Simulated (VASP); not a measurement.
A run of VASP 6.6.1:

INCAR

```
SYSTEM = Zr3S2
ALGO     = Fast           ! electronic algorithm
EDIFF    = 1E-6           ! SCF threshold, eV
ENCUT    = 520            ! plane-wave cutoff, eV
GGA      = PS             ! functional
ISIF     = 2              ! what is computed and relaxed
ISMEAR   = 0              ! smearing method
LASPH    = .TRUE.         ! aspherical terms in the spheres
LCHARG   = .TRUE.         ! write CHGCAR
LELF     = .TRUE.         ! ELF
LREAL    = .FALSE.        ! projectors in reciprocal space
LVHAR    = .TRUE.       
LWAVE    = .FALSE.        ! write WAVECAR
NBANDS   = 32             ! bands
NELM     = 80             ! most SCF steps
PREC     = Accurate       ! precision mode
SIGMA    = 0.15           ! smearing width, eV
```

KPOINTS

```
k-points
0
G
  12 12 12
  0 0 0
```

File POSCAR:

```
Zr3S2
1.0
    2.7929586191      1.6125154106      3.4346976991
   -2.7929586191      1.6125154106      3.4346976991
    0.0000000000     -3.2250308212      3.4346976991
Zr S
3 2
Direct
    0.1618381745      0.8381618255      0.5000000000
    0.5000000000      0.1618381745      0.8381618255
    0.8381618255      0.5000000000      0.1618381745
    0.3349612447      0.3349612447      0.3349612447
    0.6650387553      0.6650387553      0.6650387553
```

Potentials or basis: VASP PAW PBE potentials, release 64 (Zr_sv, S).

The run is started by

```console
$ cat potpaw_PBE.64/Zr_sv/POTCAR potpaw_PBE.64/S/POTCAR > POTCAR
$ mpirun -np 1 vasp_std > vasp.out
```

Hardware: 1 thread of Oxide Virtual Turin-like Processor, with other jobs on the host.

Problem. Estimate the wall time of this run.

Solution. Run time: 14 min on 1 thread of Oxide Virtual Turin-like Processor, with other jobs on the host, peak memory 0.5 GiB. Counts: scf iterations 22, k points 189.
